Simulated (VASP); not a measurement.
A run of VASP 6.6.1:

Contents of INCAR:

```
PREC = Accurate
ENCUT = 520
EDIFF = 1E-6
ISMEAR = 0
SIGMA = 0.05
LREAL = False
LASPH = True
NELM = 80
ALGO = Normal
ISIF = 2
LWAVE = False
LCHARG = False
GGA = PE
NBANDS = 11
```

Contents of KPOINTS:

```
regular mesh
0
Gamma
  10 10 10
```

Contents of POSCAR:

```
BAs
1.0
    0.0000000000      2.3082347147      2.4044111611
    2.4044111611      0.0000000000      2.4044111611
    2.4044111611      2.3082347147      0.0000000000
B As
1 1
Direct
    0.0000000000      0.0000000000      0.0000000000
    0.7500000000      0.7500000000      0.7500000000
```

Potentials or basis: VASP PAW PBE potentials, release 64 (B, As).

Run with:

```console
$ cat potpaw_PBE.64/B/POTCAR potpaw_PBE.64/As/POTCAR > POTCAR
$ mpirun -np 1 vasp_std > vasp.out
```

Hardware: 1 thread of Intel(R) Xeon(R) Platinum 8559C (Emerald Rapids), on a shared host.

How long does it take, and how much memory?

Wall time 18 s on 1 thread of Intel(R) Xeon(R) Platinum 8559C (Emerald Rapids), with other jobs on the host, peak memory 0.18 GiB. Counts: scf iterations 12, k points 102.
